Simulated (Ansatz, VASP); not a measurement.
K2Br3: VASP beside Ansatz

The input POSCAR:

```
K2Br3
1.0
    4.9012727528      0.0000000000      0.0000000000
   -2.4506363764      4.2446267148      0.0000000000
    0.0000000000      0.0000000000      7.6255842575
K Br
2 3
Direct
    0.3333333333      0.6666666667      0.2450000000
    0.6666666667      0.3333333333      0.7550000000
    0.0000000000      0.0000000000      0.0000000000
    0.3333333333      0.6666666667      0.6450000000
    0.6666666667      0.3333333333      0.3550000000
```

The input INCAR.step1:

```
  ALGO = Normal
  EDIFF = 1E-5
  EDIFFG = -0.005
  ENCUT = 550
  GGA = PE
  GGA_COMPAT = F
  IBRION = 2
  ISIF = 3
  ISMEAR = 0
  LASPH = T
  LCHARG = F
  LREAL = F
  LWAVE = T
  NELM = 120
  NELMIN = 4
  NSW = 100
  PREC = Accurate
  SIGMA = 0.1
```

INCAR.step2

```
  ALGO = Normal
  EDIFF = 1E-7
  EDIFFG = -0.04
  ENCUT = 550
  GGA_COMPAT = F
  IBRION = 2
  ISIF = 3
  ISMEAR = 0
  ISTART = 1
  LASPH = T
  LCHARG = F
  LMIXTAU = T
  LREAL = F
  LWAVE = F
  METAGGA = R2SCAN
  NELM = 120
  NELMIN = 4
  NSW = 90
  PREC = Accurate
  SIGMA = 0.1
```

KPOINTS

```
k-points
0
Gamma
  6 6 2
```

Input for Ansatz:

```yaml
crystal:
  lattice:
    - [4.9012727528, 0.0, 0.0]
    - [-2.4506363764, 4.2446267148, 0.0]
    - [0.0, 0.0, 7.6255842575]
  atoms:
    - { symbol: K, position: [0.3333333333, 0.6666666667, 0.245] }
    - { symbol: K, position: [0.6666666667, 0.3333333333, 0.755] }
    - { symbol: Br, position: [0.0, 0.0, 0.0] }
    - { symbol: Br, position: [0.3333333333, 0.6666666667, 0.645] }
    - { symbol: Br, position: [0.6666666667, 0.3333333333, 0.355] }
basis:
  ecutwfc: 500
kpoints:
  mp_grid: { grid: [6, 6, 2] }
hamiltonian:
  xc: r2scan
scf:
  occupations: { method: gaussian, width: 0.1 }
  lower_state_search: "off"
output:
  forces: true
  stress: true
  eigenvalues: true
relax:
  adjacent_minimum: "off"
  f_tol: 0.04
  max_steps: 70
  cell: { stress_tol: 0.4 }
```

Alike in both runs: task relaxation of cell and atoms; functional r2SCAN; k mesh 6 × 6 × 2; occupations gaussian, width 0.1 eV; no spin polarisation.

|  | VASP | Ansatz |
| --- | --- | --- |
| version | VASP 6.6.1 | Ansatz 0.2.0 |
| potentials or method | VASP PAW PBE potentials, release 64 (K_sv, Br), cutoff 550 eV | scalar-relativistic, plane waves, PAW |
| valence electrons in the cell | 39 | 39 |

VASP gave:

```
gap on the k mesh at the Fermi level, each at its own relaxed structure (eV) : none
relaxed volume (Å³/atom)                                                     : 35.81
relaxed cell length with the largest relative difference (Å)                 : 6.811
```

Question: Which values does Ansatz return?

Answer: gap on the k mesh at the Fermi level, each at its own relaxed structure (eV): none; relaxed volume (Å³/atom): 36.28; relaxed cell length with the largest relative difference (Å): 6.694.

VASP's potentials were made for PBE, not for r2SCAN. A gap of «none» marks a metal or a gap that the smearing closes.

The k mesh is coarse, so the values compare programs but aren't converged.
